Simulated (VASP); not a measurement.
# MgCdTe3 (R-3m) in VASP: a series of runs, part 3 of 3

VASP 6.6.1. The steps go on from the part before.

**6. Relaxation of cell and atoms, PBE**

This run uses another cell than the first one, of 36.05 Å³/atom, 1.134 times its volume.

Input file INCAR:

```
SYSTEM = MgCdTe3
PREC     = Accurate       ! precision mode
ENCUT    = 600            ! plane-wave cutoff, eV
EDIFF    = 1E-6           ! SCF threshold, eV
ISMEAR   = 0              ! smearing method
SIGMA    = 0.1            ! smearing width, eV
LREAL    = .FALSE.        ! projectors in reciprocal space
LASPH    = .TRUE.         ! aspherical terms in the spheres
NELM     = 60             ! most SCF steps
ALGO     = Normal         ! electronic algorithm
ISIF     = 3              ! what is computed and relaxed
LWAVE    = .FALSE.        ! write WAVECAR
LCHARG   = .FALSE.        ! write CHGCAR
GGA      = PE             ! functional
IBRION   = 2              ! ionic algorithm
NSW      = 100            ! ionic steps
EDIFFG   = -0.01          ! ionic threshold
```

Input file KPOINTS:

```
Automatic mesh
0
G
  6 6 6
  0 0 0
```

Input file POSCAR:

```
MgCdTe3
1.0
    3.3897397738      1.9570671709      4.5288529178
   -3.3897397738      1.9570671709      4.5288529178
    0.0000000000     -3.9141343417      4.5288529178
Mg Cd Te
1 1 3
Direct
    0.0000000000      0.0000000000      0.0000000000
    0.5000000000      0.5000000000      0.5000000000
    0.5000000000      0.5000000000      0.0000000000
    0.0000000000      0.5000000000      0.5000000000
    0.5000000000      0.0000000000      0.5000000000
```

Potentials or basis: VASP PAW PBE potentials, release 64 (Mg, Cd, Te).

Started as:

```bash
$ cat potpaw_PBE.64/Mg/POTCAR potpaw_PBE.64/Cd/POTCAR potpaw_PBE.64/Te/POTCAR > POTCAR
$ mpirun -np 1 vasp_std > vasp.out
```

OUTCAR:

```text
SYSTEM = MgCdTe3
   PREC = Accurate
   ENCUT = 600
   EDIFF = 1E-6
   ISMEAR = 0
   LREAL = .FALSE.
   LASPH = .TRUE.
   NELM = 60
   ISIF = 3
   GGA = PE
   IBRION = 2
   NSW = 100
   EDIFFG = -0.01

 ion  position               nearest neighbor table
   1  0.000  0.000  0.000-   4 3.39   5 3.39   4 3.39   5 3.39   3 3.39   3 3.39
   2  0.500  0.500  0.500-   3 2.99   3 2.99   5 2.99   4 2.99   5 2.99   4 2.99
   3  0.500  0.500  0.000-   2 2.99   2 2.99   4 3.39   5 3.39   5 3.39   4 3.39   1 3.39   1 3.39

   4  0.000  0.500  0.500-   2 2.99   2 2.99   3 3.39   1 3.39   1 3.39   3 3.39   5 3.39   5 3.39

   5  0.500  0.000  0.500-   2 2.99   2 2.99   3 3.39   1 3.39   3 3.39   1 3.39   4 3.39   4 3.39

  LATTYP: Found a trigonal (rhomboedric) cell.
 ALAT       =     5.9858964572
 COS(alpha) =     0.3586363921

  Lattice vectors:

 A1 = (   3.3897397738,   1.9570671709,   4.5288529178)
 A2 = (  -3.3897397738,   1.9570671709,   4.5288529178)
 A3 = (   0.0000000000,  -3.9141343417,   4.5288529178)

Analysis of symmetry for initial positions (statically):
=====================================================================
 Subroutine PRICEL returns:
 Original cell was already a primitive cell.

 Routine SETGRP: Setting up the symmetry group for a
 trigonal (rhombohedral) supercell.

 Subroutine GETGRP returns: Found 12 space group operations
 (whereof 12 operations were pure point group operations)
 out of a pool of 12 trial point group operations.

The static configuration has the point symmetry D_3d.

Analysis of symmetry for dynamics (positions and initial velocities):
=====================================================================
 Subroutine PRICEL returns:
 Original cell was already a primitive cell.

 Routine SETGRP: Setting up the symmetry group for a
 trigonal (rhombohedral) supercell.

 Subroutine GETGRP returns: Found 12 space group operations
 (whereof 12 operations were pure point group operations)
 out of a pool of 12 trial point group operations.

The dynamic configuration has the point symmetry D_3d.

 Subroutine INISYM returns: Found 12 space group operations
 (whereof 12 operations are pure point group operations),
 and found     1 'primitive' translations

----------------------------------------------------------------------------------------

                                     Primitive cell

  volume of cell :     180.2651

  direct lattice vectors                    reciprocal lattice vectors
     3.389739774  1.957067171  4.528852918     0.147503948  0.085161444  0.073602155
    -3.389739774  1.957067171  4.528852918    -0.147503948  0.085161444  0.073602155
     0.000000000 -3.914134342  4.528852918     0.000000000 -0.170322888  0.073602155

  length of vectors
     5.985896457  5.985896457  5.985896457     0.185545583  0.185545583  0.185545583

  position of ions in fractional coordinates (direct lattice)
     0.000000000  0.000000000  0.000000000
     0.500000000  0.500000000  0.500000000
     0.500000000  0.500000000  0.000000000
     0.000000000  0.500000000  0.500000000
     0.500000000  0.000000000  0.500000000

  ion indices of the primitive-cell ions
   primitive index   ion index
[... 39 lines left out ...]
  0.333333  0.166667  0.000000     12.000000
[... 16 lines left out ...]
  0.500000  0.500000  0.166667      6.000000
 -0.333333  0.500000  0.166667     12.000000
 [... further k-points ...]
   k-points           NKPTS =     32   k-points in BZ     NKDIM =     32   number of bands    NBANDS=     20
   number of dos      NEDOS =    301   number of ions     NIONS =      5
   total plane-waves  NPLWV = 110592
   dimension x,y,z NGX =    48 NGY =   48 NGZ =   48
   dimension x,y,z NGXF=    96 NGYF=   96 NGZF=   96
   ions per type =               1   1   3
   NGX,Y,Z   is equivalent  to a cutoff of  13.33, 13.33, 13.33 a.u.
   NGXF,Y,Z  is equivalent  to a cutoff of  26.66, 26.66, 26.66 a.u.
 SYSTEM =  MgCdTe3
   PREC   = accura    normal or accurate (medium, high low for compatibility)
   ISTART =      0    job   : 0-new  1-cont  2-samecut
   ICHARG =      2    charge: 1-file 2-atom 10-const
   ISPIN  =      1    spin polarized calculation?
   LNONCOLLINEAR =      F non collinear calculations
   LSORBIT =      F    spin-orbit coupling
   LASPH  =      T    aspherical Exc in radial PAW
   ENCUT  =  600.0 eV  44.10 Ry    6.64 a.u.  11.96 11.96 11.96*2*pi/ulx,y,z
   NELM   =     60;   NELMIN=  2; NELMDL= -5     # of ELM steps
   EDIFF  = 0.1E-05   stopping-criterion for ELM
   LREAL  =      F    real-space projection
   EDIFFG = -.1E-01   stopping-criterion for IOM
   NSW    =    100    number of steps for IOM
   IBRION =      2    ionic relax: 0-MD 1-quasi-New 2-CG
   NFREE  =      1    steps in history (QN), initial steepest desc. (CG)
   ISIF   =      3    stress and relaxation
   ISYM   =      2    0-nonsym 1-usesym 2-fastsym
   POTIM  = 0.5000    time-step for ionic-motion
   TEBEG  =    0.0;   TEEND  =   0.0 temperature during run
   PSTRESS=    0.0 pullay stress
   NELECT =      32.0000    total number of electrons
   NUPDOWN=      -1.0000    fix difference up-down
   EMIN   =  10.00;   EMAX   =-10.00  energy-range for DOS
   EFERMI =   0.00;   METHOD = LEGACY
   ISMEAR =     0;   SIGMA  =   0.10  broadening in eV -4-tet -1-fermi 0-gaus
   EFERMI_NEDOS =   21; number of points for ismear=-14 and -15
   IALGO  =     38    algorithm
   IMIX   =      4    mixing-type and parameters
     AMIX     =   0.40;   BMIX     =  1.00
     AMIX_MAG =   1.60;   BMIX_MAG =  1.00
  volume/ion in A,a.u.               =      36.05       243.30
  Fermi-wavevector in a.u.,A,eV,Ry     =   0.920070  1.738681 11.517729  0.846529
  Thomas-Fermi vector in A             =   2.045335
   LORBIT       =      0    0 simple, 1 ext, 2 COOP (PROOUT), +10 PAW based schemes
   GGA     = PE    functional components
   LHFCALC =     F    Hartree Fock is set to
   AEXX    =    0.0000 exact exchange contribution
   IVDW    =     0    specifies the selected vdW correction
   LEPSILON=     F    determine dielectric tensor
   LRPA    =     F    only Hartree local field effects (RPA)
 conjugate gradient relaxation of ions
 non-spin polarized calculation
 Gauss-broadening in eV      SIGMA  =   0.10
  energy-cutoff  :      600.00
  volume of cell :      180.27
 maximum number of plane-waves:      6048
   NGX = 23   NGY = 23   NGZ = 23

--------------------------------------- Ionic step        1  -------------------------------------------

 number of electron      32.0000001 magnetization

 Free energy of the ion-electron system (eV)
  ---------------------------------------------------
  ext. energy  EPLUGINS =         0.00000000
  ---------------------------------------------------
  free energy    TOTEN  =       -11.45423447 eV

  energy without entropy =      -11.44631089  energy(sigma->0) =      -11.45027268

------------------------ aborting loop because EDIFF is reached ----------------------------------------

  FORCE on cell =-STRESS in cart. coord.  units (eV):
  Direction    XX          YY          ZZ          XY          YZ          ZX
  --------------------------------------------------------------------------------------
  -------------------------------------------------------------------------------------
  Total       -1.2875187     -1.2875187      0.9527854      0.0000000      0.0000000      0.0000000
  in kB      -11.4433341    -11.4433341      8.4682587      0.0000000      0.0000000      0.0000000
  external PRESSURE =      -4.8061365 kB  Pullay stress =       0.0000000 kB
[... 143 lines left out ...]
--------------------------------------- Ionic step        5  -------------------------------------------

 number of electron      32.0000004 magnetization

 Free energy of the ion-electron system (eV)
  ---------------------------------------------------
  ext. energy  EPLUGINS =         0.00000000
  ---------------------------------------------------
  free energy    TOTEN  =       -11.49546940 eV

  energy without entropy =      -11.48750913  energy(sigma->0) =      -11.49148927

 E-fermi :   3.6237     XC(G=0):  -8.1964

 val. band max:        3.6219210131   @ k =   0.3333   0.1667   0.0000
 cond. band min:       3.7202969583   @ k =   0.3333  -0.0000  -0.0000
 fundamental gap:      0.0983759452
 Fermi energy:         3.6236646581

 k-point     1 :       0.0000    0.0000    0.0000
  band No.  band energies     occupation
      1      -9.2080      2.00000
      2      -7.1382      2.00000
      3      -7.1382      2.00000
      4      -5.3747      2.00000
      5      -5.3529      2.00000
      6      -5.3529      2.00000
[... 541 lines left out ...]
     19       4.9801      0.00000
     20       6.3692      0.00000

 [... further k-points ...]

------------------------ aborting loop because EDIFF is reached ----------------------------------------

  FORCE on cell =-STRESS in cart. coord.  units (eV):
  Direction    XX          YY          ZZ          XY          YZ          ZX
  --------------------------------------------------------------------------------------
  -------------------------------------------------------------------------------------
  Total       -0.0302144     -0.0302144     -0.0255919      0.0000000     -0.0000000      0.0000000
  in kB       -0.2694461     -0.2694461     -0.2282233      0.0000000     -0.0000000      0.0000000
  external PRESSURE =      -0.2557052 kB  Pullay stress =       0.0000000 kB
[... 20 lines left out ...]
  FREE ENERGIE OF THE ION-ELECTRON SYSTEM (eV)
  ---------------------------------------------------
  free  energy   TOTEN  =       -11.4954693997 eV

  energy  without entropy=      -11.4875091333  energy(sigma->0) =      -11.49148927

 reached required accuracy - stopping structural energy minimisation
```

Wall time 3.2 min (1 thread of Intel Xeon 6975P-C (Granite Rapids), shared host); peak memory 0.45 GiB.

Results:

- Free energy: -11.4955 eV
- Relaxed volume: 35.93 Å³/atom
- Relaxed cell: a = 6.060 Å, b = 6.060 Å, c = 6.060 Å, α = 66.58°, β = 66.58°, γ = 66.58°
- Space group after relaxing (to 0.05 Å): R-3m (No. 166)
- Energy gained by relaxing: 8.2 meV/atom
- Ionic steps: 5
- Pressure after relaxing: 0.0 GPa
- Band gap on the k mesh: zero (band 16 reaches 4.37 eV, above the bottom of band 17 at 3.19 eV)

Step by step:
```tsv
step	energy change (eV)	largest force (eV/Å)	pressure (GPa)	volume (Å³)
1	0.0000	0.0000	-0.48	180.27
2	-0.0280	0.0000	0.16	177.43
3	-0.0316	0.0000	0.51	176.01
4	-0.0401	0.0000	0.16	178.30
5	-0.0412	0.0000	-0.03	179.66
```

Final structure:
```yaml
crystal:
  lattice:
    - [3.32632, 1.92045, 4.68742]
    - [-3.32632, 1.92045, 4.68742]
    - [0.00000, -3.84090, 4.68742]
  atoms:
    - { symbol: Mg, position: [0.00000, 0.00000, 0.00000] }
    - { symbol: Cd, position: [0.50000, 0.50000, 0.50000] }
    - { symbol: Te, position: [0.50000, 0.50000, 0.00000] }
    - { symbol: Te, position: [0.00000, 0.50000, 0.50000] }
    - { symbol: Te, position: [0.50000, 0.00000, 0.50000] }
```

Caveat: spin-orbit coupling is left out, which moves the levels of the heavy elements.

**7. Summary**

```tsv
task	cell	k mesh	cutoff (eV)	gap on the mesh (eV)	pressure (GPa)	relaxed volume (Å³/atom)
single point	a = 5.531 Å, angles 77.7°, 5 atoms	3 × 3 × 3	520	none	4.7	-
single point	a = 5.986 Å, angles 69.0°, 5 atoms	3 × 3 × 3	520	none	0.0	-
relaxation of cell and atoms	relaxed from a = 5.531 Å, angles 77.7°, 5 atoms	3 × 3 × 3	600	none	0.0	36.02
single point	a = 6.054 Å, angles 66.7°, 5 atoms	6 × 6 × 6	520	none	0.0	-
relaxation of cell and atoms	relaxed from a = 5.986 Å, angles 69.0°, 5 atoms	6 × 6 × 6	600	none	0.0	35.93
```

Alike in all rows: level PBE; potentials or basis VASP PAW PBE potentials, release 64 (Mg, Cd, Te); no spin polarisation; smearing gaussian 0.1 eV.

Caveats: some runs use coarse meshes; spin-orbit coupling is left out, which moves the levels of the heavy elements.

Total energies depend on the potentials used, so only differences within one code and one set of settings carry meaning.
